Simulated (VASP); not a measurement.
# Si (I4_1/amd) in VASP: further runs

The runs below take Si through single point, with LDA.

Everything below comes from runs of VASP 6.6.1. Logs are shortened: lines on timing, memory, paths and dates and some standing lists are left out, and cuts for length are marked.

**1. The cell of the first run**

It takes space group I4_1/amd (No. 141, tetragonal). The conventional cell has a = 4.743 Å, b = 4.743 Å, c = 2.765 Å, α = 90.00°, β = 90.00°, γ = 90.00°. Si (site symmetry -4m2) has 10 Si at 2.47 to 3.15 Å within 3.3 Å.

**2. Single point, LDA (strain +0.000 along x and y, +0.040 along z)**

INCAR reads:

```
SYSTEM = Si
PREC = Accurate
ENCUT = 520
EDIFF = 1E-6
ISMEAR = 0
SIGMA = 0.15
LREAL = .False.
LASPH = .True.
NELM = 100
ALGO = Normal
ISIF = 2
LWAVE = .False.
LCHARG = .False.
GGA = CA
NBANDS = 11
```

KPOINTS reads:

```
Automatic mesh
0
Gamma
  20 20 20
  0 0 0
```

POSCAR reads:

```
Si
1.0
   -2.3713723045      2.3713723045      1.3824360055
    2.3713723045     -2.3713723045      1.3824360055
    2.3713723045      2.3713723045     -1.3824360055
Si
2
Direct
    0.2500000000      0.7500000000      0.5000000000
    0.5000000000      0.5000000000      0.0000000000
```

Potentials or basis: VASP PAW LDA potentials, release 64 (Si).

On the command line:

```bash
$ cat potpaw_LDA.64/Si/POTCAR > POTCAR
$ mpirun -np 1 vasp_std > vasp.out
```

OUTCAR:

```text
SYSTEM = Si
   PREC = Accurate
   ENCUT = 520
   EDIFF = 1E-6
   ISMEAR = 0
   LREAL = .False.
   LASPH = .True.
   NELM = 100
   ISIF = 2
   GGA = CA

 ion  position               nearest neighbor table
   1  0.250  0.750  0.500-   2 2.47   2 2.47   2 2.47   2 2.47
   2  0.500  0.500  0.000-   1 2.47   1 2.47   1 2.47   1 2.47

  LATTYP: Found a body centered tetragonal cell.
 ALAT       =     4.7427446090
 C/A-ratio  =     0.5829687742

  Lattice vectors:

 A1 = (  -2.3713723045,   2.3713723045,   1.3824360055)
 A2 = (   2.3713723045,  -2.3713723045,   1.3824360055)
 A3 = (   2.3713723045,   2.3713723045,  -1.3824360055)

Analysis of symmetry for initial positions (statically):
=====================================================================
 Subroutine PRICEL returns:
 Original cell was already a primitive cell.

 Routine SETGRP: Setting up the symmetry group for a
 body centered tetragonal supercell.

 Subroutine GETGRP returns: Found 16 space group operations
 (whereof  8 operations were pure point group operations)
 out of a pool of 16 trial point group operations.

The static configuration has the point symmetry D_2d.
 The point group associated with its full space group is D_4h.

Analysis of symmetry for dynamics (positions and initial velocities):
=====================================================================
 Subroutine PRICEL returns:
 Original cell was already a primitive cell.

 Routine SETGRP: Setting up the symmetry group for a
 body centered tetragonal supercell.

 Subroutine GETGRP returns: Found 16 space group operations
 (whereof  8 operations were pure point group operations)
 out of a pool of 16 trial point group operations.

The dynamic configuration has the point symmetry D_2d.
 The point group associated with its full space group is D_4h.

 Subroutine INISYM returns: Found 16 space group operations
 (whereof  8 operations are pure point group operations),
 and found     1 'primitive' translations

----------------------------------------------------------------------------------------

                                     Primitive cell

  volume of cell :      31.0960

  direct lattice vectors                    reciprocal lattice vectors
    -2.371372304  2.371372304  1.382436006     0.000000000  0.210848376  0.361680395
     2.371372304 -2.371372304  1.382436006     0.210848376  0.000000000  0.361680395
     2.371372304  2.371372304 -1.382436006     0.210848376  0.210848376  0.000000000

  length of vectors
     3.627387837  3.627387837  3.627387837     0.418652297  0.418652297  0.298184633

  position of ions in fractional coordinates (direct lattice)
     0.250000000  0.750000000  0.500000000
     0.500000000  0.500000000  0.000000000

  ion indices of the primitive-cell ions
   primitive index   ion index
                 1           1
                 2           2

----------------------------------------------------------------------------------------

 KPOINTS: Automatic mesh

Automatic generation of k-mesh.
 Grid dimensions read from file:
 generate k-points for:   20   20   20

 Generating k-lattice:

  Cartesian coordinates                     Fractional coordinates (reciprocal lattice)
     0.000000000  0.010542419  0.018084020     0.050000000 -0.000000000  0.000000000
     0.010542419  0.000000000  0.018084020    -0.000000000  0.050000000  0.000000000
     0.010542419  0.010542419  0.000000000     0.000000000  0.000000000  0.050000000

  Length of vectors
     0.020932615  0.020932615  0.014909232

  Shift w.r.t. Gamma in fractional coordinates (k-lattice)
     0.000000000  0.000000000  0.000000000

 Subroutine IBZKPT returns following result:
 ===========================================

 Found    641 irreducible k-points:

 Following reciprocal coordinates:
            Coordinates               Weight
  0.000000  0.000000  0.000000      1.000000
  0.050000  0.000000 -0.000000      8.000000
  0.100000  0.000000  0.000000      8.000000
  0.150000 -0.000000  0.000000      8.000000
  0.200000  0.000000  0.000000      8.000000
  0.250000  0.000000 -0.000000      8.000000
[... 16 lines left out ...]
 -0.400000  0.050000 -0.000000     16.000000
 -0.350000  0.050000  0.000000     16.000000
 [... further k-points ...]
   k-points           NKPTS =    641   k-points in BZ     NKDIM =    641   number of bands    NBANDS=     11
   number of dos      NEDOS =    301   number of ions     NIONS =      2
   total plane-waves  NPLWV =  21952
   dimension x,y,z NGX =    28 NGY =   28 NGZ =   28
   dimension x,y,z NGXF=    56 NGYF=   56 NGZF=   56
   ions per type =               2
   NGX,Y,Z   is equivalent  to a cutoff of  12.83, 12.83, 12.83 a.u.
   NGXF,Y,Z  is equivalent  to a cutoff of  25.67, 25.67, 25.67 a.u.
 SYSTEM =  Si
   PREC   = accura    normal or accurate (medium, high low for compatibility)
   ISTART =      0    job   : 0-new  1-cont  2-samecut
   ICHARG =      2    charge: 1-file 2-atom 10-const
   ISPIN  =      1    spin polarized calculation?
   LNONCOLLINEAR =      F non collinear calculations
   LSORBIT =      F    spin-orbit coupling
   LASPH  =      T    aspherical Exc in radial PAW
   ENCUT  =  520.0 eV  38.22 Ry    6.18 a.u.   6.74  6.74  6.74*2*pi/ulx,y,z
   NELM   =    100;   NELMIN=  2; NELMDL= -5     # of ELM steps
   EDIFF  = 0.1E-05   stopping-criterion for ELM
   LREAL  =      F    real-space projection
   EDIFFG = 0.1E-04   stopping-criterion for IOM
   NSW    =      0    number of steps for IOM
   IBRION =     -1    ionic relax: 0-MD 1-quasi-New 2-CG
   NFREE  =      0    steps in history (QN), initial steepest desc. (CG)
   ISIF   =      2    stress and relaxation
   ISYM   =      2    0-nonsym 1-usesym 2-fastsym
   POTIM  = 0.5000    time-step for ionic-motion
   TEBEG  =    0.0;   TEEND  =   0.0 temperature during run
   PSTRESS=    0.0 pullay stress
   NELECT =       8.0000    total number of electrons
   NUPDOWN=      -1.0000    fix difference up-down
   EMIN   =  10.00;   EMAX   =-10.00  energy-range for DOS
   EFERMI =   0.00;   METHOD = LEGACY
   ISMEAR =     0;   SIGMA  =   0.15  broadening in eV -4-tet -1-fermi 0-gaus
   EFERMI_NEDOS =   21; number of points for ismear=-14 and -15
   IALGO  =     38    algorithm
   IMIX   =      4    mixing-type and parameters
     AMIX     =   0.40;   BMIX     =  1.00
     AMIX_MAG =   1.60;   BMIX_MAG =  1.00
  volume/ion in A,a.u.               =      15.55       104.92
  Fermi-wavevector in a.u.,A,eV,Ry     =   1.041206  1.967594 14.750211  1.084110
  Thomas-Fermi vector in A             =   2.175816
   LORBIT       =      0    0 simple, 1 ext, 2 COOP (PROOUT), +10 PAW based schemes
   GGA     = CA    functional components
   LHFCALC =     F    Hartree Fock is set to
   AEXX    =    0.0000 exact exchange contribution
   IVDW    =     0    specifies the selected vdW correction
   LEPSILON=     F    determine dielectric tensor
   LRPA    =     F    only Hartree local field effects (RPA)
 non-spin polarized calculation
 Gauss-broadening in eV      SIGMA  =   0.15
  energy-cutoff  :      520.00
  volume of cell :       31.10
 maximum number of plane-waves:       870
   NGX = 13   NGY = 13   NGZ = 13

 number of electron       8.0000000 magnetization

 Free energy of the ion-electron system (eV)
  ---------------------------------------------------
  ext. energy  EPLUGINS =         0.00000000
  ---------------------------------------------------
  free energy    TOTEN  =       -11.47020619 eV

  energy without entropy =      -11.46263120  energy(sigma->0) =      -11.46641870

 E-fermi :   8.8637     XC(G=0): -10.9062

 val. band max:        8.8452491258   @ k =  -0.2000  -0.2500   0.0500
 cond. band min:       8.8648260432   @ k =  -0.3500   0.5000   0.0500
 fundamental gap:      0.0195769175
 Fermi energy:         8.8637282730

 k-point     1 :       0.0000    0.0000    0.0000
  band No.  band energies     occupation
      1      -4.6643      2.00000
      2       6.7137      2.00000
      3       6.7137      2.00000
      4       7.4884      2.00000
      5      10.7371      0.00000
      6      15.7603      0.00000
      7      16.7554      0.00000
      8      17.7030      0.00000
      9      17.7030      0.00000
     10      19.1000      0.00000
     11      19.3215      0.00000

 k-point     2 :       0.0500    0.0000   -0.0000
  band No.  band energies     occupation
      1      -4.6017      2.00000
      2       6.4456      2.00000
      3       6.6733      2.00000
      4       7.8608      2.00000
      5      10.8889      0.00000
      6      15.3082      0.00000
      7      16.0643      0.00000
      8      17.4589      0.00000
      9      17.4834      0.00000
     10      19.0213      0.00000
     11      19.6775      0.00000

 k-point     3 :       0.1000    0.0000    0.0000
  band No.  band energies     occupation
      1      -4.4141      2.00000
      2       6.0680      2.00000
      3       6.5758      2.00000
      4       8.5438      1.99744
      5      11.3159      0.00000
      6      14.2045      0.00000
      7      14.7879      0.00000
      8      16.8047      0.00000
      9      16.8419      0.00000
     10      18.3127      0.00000
     11      20.3157      0.00000
[... 267 lines left out ...]
 k-point    23 :      -0.4000    0.0500   -0.0000
  band No.  band energies     occupation
      1      -1.3926      2.00000
      2       4.6130      2.00000
      3       5.8632      2.00000
      4       6.6555      2.00000
      5       9.3233      0.00001
      6      11.5978      0.00000
      7      13.4817      0.00000
      8      14.1431      0.00000
      9      16.3475      0.00000
     10      17.7462      0.00000
     11      21.6590      0.00000

 k-point    24 :      -0.3500    0.0500    0.0000
  band No.  band energies     occupation
      1      -2.2133      2.00000
      2       4.7834      2.00000
      3       6.2898      2.00000
      4       7.2361      2.00000
      5      10.1949      0.00000
      6      12.3719      0.00000
      7      13.2914      0.00000
      8      13.9003      0.00000
      9      16.1295      0.00000
     10      16.6266      0.00000
     11      21.0516      0.00000

 [... further k-points ...]

------------------------ aborting loop because EDIFF is reached ----------------------------------------

  FORCE on cell =-STRESS in cart. coord.  units (eV):
  Direction    XX          YY          ZZ          XY          YZ          ZX
  --------------------------------------------------------------------------------------
  -------------------------------------------------------------------------------------
  Total       -0.5715563     -0.5715563     -1.2996162      0.0000000     -0.0000000      0.0000000
  in kB      -29.4486303    -29.4486303    -66.9608830      0.0000000     -0.0000000      0.0000000
  external PRESSURE =     -41.9527145 kB  Pullay stress =       0.0000000 kB

 VOLUME and BASIS-vectors are now :
 -----------------------------------------------------------------------------
  energy-cutoff  :      520.00
  volume of cell :       31.10
      direct lattice vectors                 reciprocal lattice vectors
    -2.371372304  2.371372304  1.382436006     0.000000000  0.210848376  0.361680395
     2.371372304 -2.371372304  1.382436006     0.210848376  0.000000000  0.361680395
     2.371372304  2.371372304 -1.382436006     0.210848376  0.210848376  0.000000000

 POSITION                                       TOTAL-FORCE (eV/Angst)
 -----------------------------------------------------------------------------------
      2.37137     -0.00000      0.69122        -0.000000      0.000000     -0.000000
      0.00000      0.00000      1.38244         0.000000     -0.000000      0.000000
 -----------------------------------------------------------------------------------
    total drift:                                0.000000      0.000000      0.000000

  FREE ENERGIE OF THE ION-ELECTRON SYSTEM (eV)
  ---------------------------------------------------
  free  energy   TOTEN  =       -11.4702061902 eV

  energy  without entropy=      -11.4626312030  energy(sigma->0) =      -11.46641870
```

It took 1.7 min on 1 thread of Intel Xeon Platinum 8488C (Sapphire Rapids), shared host; peak memory 0.27 GiB.

What came out:

```yaml
Free_energy: -11.4702 eV
Pressure: -4.2 GPa
Band_gap_on_the_k_mesh: zero (bands 4 and 5 overlap by 6.81 eV)
```

Caveat: the cell differs from its parent crystal (strain +0.000 along x and y, +0.040 along z); the cell stands under tension.

**3. Single point, LDA (strain +0.040 along x and y, -0.040 along z)**

INCAR reads:

```
SYSTEM = Si
  ALGO = Normal
  EDIFF = 1E-7
  ENCUT = 520
  GGA = CA
  ISIF = 2
  ISMEAR = 0
  LASPH = .True.
  LCHARG = .False.
  LREAL = .False.
  LWAVE = .False.
  NBANDS = 11
  NELM = 100
  PREC = Accurate
  SIGMA = 0.15
```

KPOINTS reads:

```
k-points
0
Gamma
  20 20 20
  0 0 0
```

POSCAR reads:

```
Si
1.0
   -2.4662271967      2.4662271967      1.2760947743
    2.4662271967     -2.4662271967      1.2760947743
    2.4662271967      2.4662271967     -1.2760947743
Si
2
Direct
    0.2500000000      0.7500000000      0.5000000000
    0.5000000000      0.5000000000      0.0000000000
```

Potentials or basis: VASP PAW LDA potentials, release 64 (Si).

On the command line:

```bash
$ cat potpaw_LDA.64/Si/POTCAR > POTCAR
$ mpirun -np 1 vasp_std > vasp.out
```

It took 89 s on 1 thread of Intel Xeon Platinum 8488C (Sapphire Rapids), shared host; peak memory 0.27 GiB.

Results (log left out):

```
Free energy            : -11.4603 eV
Pressure               : -4.8 GPa
Band gap on the k mesh : zero (bands 4 and 5 overlap by 5.63 eV)
```

Stress tensor (GPa, compression positive):
```
-6.89  0.00  0.00
 0.00 -6.89  0.00
 0.00  0.00 -0.66
```

Levels at points of the mesh, in eV from the Fermi level:
| k point | band 1 | band 2 | band 3 | band 4 | band 5 | band 6 | band 7 | band 8 | band 9 |
| --- | --- | --- | --- | --- | --- | --- | --- | --- | --- |
| (0.00, 0.00, 0.00) | -13.52 | -3.04 | -2.74 | -2.74 | 1.51 | 7.65 | 8.02 | 8.02 | 9.83 |
| (0.50, 0.00, 0.00) | -6.95 | -6.36 | -2.27 | -1.51 | -1.25 | 1.38 | 4.29 | 5.35 | 8.29 |
| (0.50, 0.50, 0.00) | -10.62 | -10.62 | -0.04 | -0.04 | 1.79 | 1.79 | 9.59 | 9.59 | 10.44 |
| (0.50, 0.50, 0.50) | -8.58 | -8.58 | -6.66 | -6.66 | 7.20 | 7.20 | 11.57 | 11.57 | 13.20 |

Caveat: the cell differs from its parent crystal (strain +0.040 along x and y, -0.040 along z); the cell stands under tension.

**4. Single point, LDA (strain +0.080 along x and y, -0.080 along z)**

INCAR reads:

```
SYSTEM = Si
  PREC = Accurate
  ENCUT = 520
  EDIFF = 1E-7
  ISMEAR = 0
  SIGMA = 0.15
  LREAL = .False.
  LASPH = .True.
  NELM = 100
  ALGO = Normal
  ISIF = 2
  LWAVE = .False.
  LCHARG = .False.
  NBANDS = 11
```

KPOINTS reads:

```
regular mesh
0
Gamma
  20 20 20
  0 0 0
```

POSCAR reads:

```
Si
1.0
   -2.5610820889      2.5610820889      1.2229241587
    2.5610820889     -2.5610820889      1.2229241587
    2.5610820889      2.5610820889     -1.2229241587
Si
2
Direct
    0.2500000000      0.7500000000      0.5000000000
    0.5000000000      0.5000000000      0.0000000000
```

On the command line:

```bash
$ cat potpaw_LDA.64/Si/POTCAR > POTCAR
$ mpirun -np 1 vasp_std > vasp.out
```

Run time: 96 s. Hardware: 1 thread of Intel Xeon Platinum 8488C (Sapphire Rapids), shared host; peak memory 0.28 GiB.

The run converged. Its results:

- Free energy: -11.2995 eV
- Pressure: -5.9 GPa
- Band gap on the k mesh: zero (bands 4 and 5 overlap by 4.58 eV)

Stress tensor (GPa, compression positive):
```
-11.17   0.00   0.00
  0.00 -11.17   0.00
  0.00   0.00   4.72
```

Levels at points of the mesh, in eV from the Fermi level:
```csv
k point,band 1,band 2,band 3,band 4,band 5,band 6,band 7,band 8
"(0.00, 0.00, 0.00)",-13.26,-4.23,-3.05,-3.05,1.44,6.82,6.82,7.25
"(0.50, 0.00, 0.00)",-6.16,-5.93,-2.45,-1.41,-0.62,1.70,4.17,5.28
"(0.50, 0.50, 0.00)",-10.62,-10.62,-0.51,-0.51,0.91,0.91,10.70,10.70
"(0.50, 0.50, 0.50)",-8.95,-8.95,-6.53,-6.53,8.74,8.74,9.87,9.87
```

Caveat: the cell differs from its parent crystal (strain +0.080 along x and y, -0.080 along z); the cell stands under tension.

**5. Overview**

```tsv
cell	gap on the mesh (eV)	pressure (GPa)
a = 3.627 Å, angles 98.4, 98.4, 135.2°, 2 atoms	none	-4.2
a = 3.714 Å, angles 96.8, 96.8, 139.8°, 2 atoms	none	-4.8
a = 3.823 Å, angles 95.9, 95.9, 142.7°, 2 atoms	none	-5.9
```

Alike in all rows: task single point; level LDA; potentials or basis VASP PAW LDA potentials, release 64 (Si); no spin polarisation; k mesh 20 × 20 × 20; cutoff (eV) 520; smearing gaussian 0.15 eV.

Caveats: the cell stands under tension.

Absolute energies hang on the potentials; compare differences alone.
